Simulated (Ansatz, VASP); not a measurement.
One calculation of LuBeSi4, two programs

Contents of INCAR:

```
SYSTEM = LuBeSi4
  PREC = Accurate
  ENCUT = 600
  EDIFF = 1E-6
  ISMEAR = 0
  SIGMA = 0.1
  LREAL = .False.
  LASPH = .True.
  NELM = 80
  ALGO = Normal
  ISIF = 3
  LWAVE = .False.
  LCHARG = .False.
  GGA = PE
  IBRION = 2
  NSW = 100
  EDIFFG = -0.01
```

KPOINTS

```
Automatic mesh
0
Gamma
  10 10 10
  0 0 0
```

POSCAR

```
LuBeSi4
1.0
    0.0000000000      3.5366009000      3.5366009000
    3.5366009000      0.0000000000      3.5366009000
    3.5366009000      3.5366009000      0.0000000000
Lu Be Si
1 1 4
Direct
    0.0000000000      0.0000000000      0.0000000000
    0.7500000000      0.7500000000      0.7500000000
    0.8732489600      0.3755836800      0.3755836800
    0.3755836800      0.3755836800      0.3755836800
    0.3755836800      0.8732489600      0.3755836800
    0.3755836800      0.3755836800      0.8732489600
```

Input for Ansatz:

```yaml
crystal:
  lattice:
    - [0.0, 3.5366009, 3.5366009]
    - [3.5366009, 0.0, 3.5366009]
    - [3.5366009, 3.5366009, 0.0]
  atoms:
    - { symbol: Lu, position: [0.0, 0.0, 0.0] }
    - { symbol: Be, position: [0.75, 0.75, 0.75] }
    - { symbol: Si, position: [0.87324896, 0.37558368, 0.37558368] }
    - { symbol: Si, position: [0.37558368, 0.37558368, 0.37558368] }
    - { symbol: Si, position: [0.37558368, 0.87324896, 0.37558368] }
    - { symbol: Si, position: [0.37558368, 0.37558368, 0.87324896] }
basis:
  ecutwfc: 420
kpoints:
  mp_grid: { grid: [10, 10, 10] }
hamiltonian:
  xc: pbe
scf:
  occupations: { method: gaussian, width: 0.1 }
output:
  forces: true
  stress: true
  eigenvalues: true
relax:
  adjacent_minimum: "off"
  f_tol: 0.01
  max_steps: 80
  cell: { stress_tol: 0.05 }
```

Change from the starting cell: species swapped into the Be4SiNi type (F-43m, No. 216).

Alike in both runs: task relaxation of cell and atoms; functional PBE; k mesh 10 × 10 × 10; occupations gaussian, width 0.1 eV; no spin polarisation.

|  | VASP | Ansatz |
| --- | --- | --- |
| version | VASP 6.6.1 | Ansatz 0.2.0 |
| potentials or method | VASP PAW PBE potentials, release 64 (Lu, Be, Si), cutoff 600 eV | scalar-relativistic, plane waves, PAW |
| valence electrons in the cell | 43 | 43 |

Ansatz gave:

| Item | Value |
| --- | --- |
| gap on the k mesh at the Fermi level, each at its own relaxed structure (eV) | none |
| relaxed volume (Å³/atom) | 15.25 |
| relaxed length of the cell vector where the two differ most in proportion (Å) | 5.058 |

**Question.** Estimate VASP's values.

**Answer.** gap on the k mesh at the Fermi level, each at its own relaxed structure (eV): none; relaxed volume (Å³/atom): 15.26; relaxed length of the cell vector where the two differ most in proportion (Å): 5.059.

A gap of «none» marks a metal or a gap that the smearing closes.

Neither program's run includes spin-orbit coupling.
